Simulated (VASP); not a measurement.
SnSe:

```
CELL_PARAMETERS angstrom
0.00000 3.01000 3.01000
3.01000 0.00000 3.01000
3.01000 3.01000 0.00000
ATOMIC_POSITIONS crystal
Sn 0.00000 0.00000 0.00000
Se 0.50000 0.50000 0.50000
```

- Program: VASP 6.6.1
- Task: relaxation of cell and atoms
- Functional: PBEsol
- Dispersion: D4
- Potentials or basis: VASP PAW PBE potentials, release 64 (Sn_d, Se)
- Cutoff: 600 eV
- k mesh: 8 × 8 × 8
- Occupations: fermi-dirac, width 0.05 eV
- Spin: no spin polarisation

At the start: pressure -3.1 GPa; volume 27.27 Å³/atom.

Q: Where does the relaxation end?

A: Over 13 steps the energy falls by 16.4 meV/atom and the volume is 25.69 Å³/atom (-5.8 %); space group Fm-3m (No. 225, to 0.05 Å).

The path:
| step | energy change (eV) | largest force (eV/Å) | pressure (GPa) | volume (Å³) |
| --- | --- | --- | --- | --- |
| 1 | 0.0000 | 0.0000 | -3.09 | 54.54 |
| 2 | -0.0302 | 0.0000 | 1.04 | 50.49 |
| 3 | -0.0329 | 0.0000 | 0.04 | 51.34 |
| 4 | -0.0329 | 0.0000 | -0.07 | 51.40 |
| 5 | -0.0329 | 0.0000 | -0.07 | 51.40 |
| 6 | -0.0329 | 0.0000 | -0.04 | 51.39 |
| 7 | -0.0329 | 0.0000 | -0.05 | 51.39 |
| 8 | -0.0329 | 0.0000 | -0.05 | 51.39 |
| 9 | -0.0329 | 0.0000 | -0.05 | 51.39 |
| 10 | -0.0329 | 0.0000 | -0.06 | 51.39 |
| 11 | -0.0329 | 0.0000 | -0.06 | 51.39 |
| 12 | -0.0329 | 0.0000 | -0.08 | 51.39 |
| 13 | -0.0329 | 0.0000 | -0.01 | 51.38 |

Final structure:
```
CELL_PARAMETERS angstrom
0.00000 2.95062 2.95062
2.95062 0.00000 2.95062
2.95062 2.95062 0.00000
ATOMIC_POSITIONS crystal
Sn 0.00000 0.00000 0.00000
Se 0.50000 0.50000 0.50000
```

Caveat: the PAW data sets were made with another functional, which shifts forces and pressure a little.
